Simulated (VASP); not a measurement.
A run of VASP 6.6.1 is set up as follows.

File INCAR:

```
PREC = Accurate
ENCUT = 520
EDIFF = 1E-6
ISMEAR = 0
SIGMA = 0.05
LREAL = False
LASPH = True
NELM = 100
ALGO = Normal
ISIF = 2
LWAVE = False
LCHARG = False
GGA = CA
NBANDS = 16
```

The input KPOINTS:

```
Automatic mesh
0
Gamma
  12 12 4
```

File POSCAR:

```
BN
1.0
    2.4883517152      0.0000000000      0.0000000000
   -1.2441758576      2.1549757989      0.0000000000
    0.0000000000      0.0000000000      7.2097513575
B N
2 2
Direct
    0.3333333333      0.6666666667      0.2500000000
    0.6666666667      0.3333333333      0.7500000000
    0.3333333333      0.6666666667      0.7500000000
    0.6666666667      0.3333333333      0.2500000000
```

Potentials or basis: VASP PAW LDA potentials, release 64 (B, N).

Run with:

```sh
$ cat potpaw_LDA.64/B/POTCAR potpaw_LDA.64/N/POTCAR > POTCAR
$ mpirun -np 1 vasp_std > vasp.out
```

Problem. Predict the band gap on the k mesh.

Solution. 4.23 eV, indirect (least direct gap 4.57 eV).

Problem. What does it give for the pressure?

Solution. 0.0 GPa.

Stress tensor (GPa, compression positive):
```
 0.77  0.00  0.00
 0.00  0.77  0.00
 0.00  0.00 -1.59
```

Caveat: the cell differs from its parent crystal (normal strain along x +0.0000, normal strain along z +0.1100). A k mesh can miss the band edges.
